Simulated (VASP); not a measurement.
Input of a VASP 6.6.1 run:

Contents of INCAR:

```
SYSTEM = SiGe2
ALGO = Normal
EDIFF = 1E-6
EDIFFG = -0.01
ENCUT = 600
GGA = PE
IBRION = 2
ISIF = 3
ISMEAR = 0
LASPH = .True.
LCHARG = .False.
LREAL = .False.
LWAVE = .False.
NELM = 60
NSW = 100
PREC = Accurate
SIGMA = 0.1
```

Contents of KPOINTS:

```
k-points
0
Gamma
  18 18 6
  0 0 0
```

Contents of POSCAR:

```
SiGe2
1.0
    2.7834268942      0.0000000000      0.0000000000
   -1.3917134471      2.4105184000      0.0000000000
    0.0000000000      0.0000000000      8.0809728606
Si Ge
1 2
Direct
    0.0000000000      0.0000000000      0.5000000000
    0.0000000000      0.0000000000      0.8275503456
    0.0000000000      0.0000000000      0.1724496544
```

Potentials or basis: VASP PAW PBE potentials, release 64 (Si, Ge_d).

Run with:

```console
$ cat potpaw_PBE.64/Si/POTCAR potpaw_PBE.64/Ge_d/POTCAR > POTCAR
$ mpirun -np 1 vasp_std > vasp.out
```

**Question.** Predict the relaxed volume.

**Answer.** 17.99 Å³/atom.

**Question.** What does it give for the relaxed cell?

**Answer.** a = 2.814 Å, b = 2.814 Å, c = 7.871 Å, α = 90.00°, β = 90.00°, γ = 120.00°.

**Question.** What does it give for the space group after relaxing (to 0.05 Å)?

**Answer.** P6/mmm (No. 191).

Final structure:
```yaml
crystal:
  lattice:
    - [2.81421, 0.00000, 0.00000]
    - [-1.40711, 2.43718, 0.00000]
    - [0.00000, 0.00000, 7.87090]
  atoms:
    - { symbol: Si, position: [0.00000, 0.00000, 0.50000] }
    - { symbol: Ge, position: [0.00000, 0.00000, 0.82798] }
    - { symbol: Ge, position: [0.00000, 0.00000, 0.17202] }
```
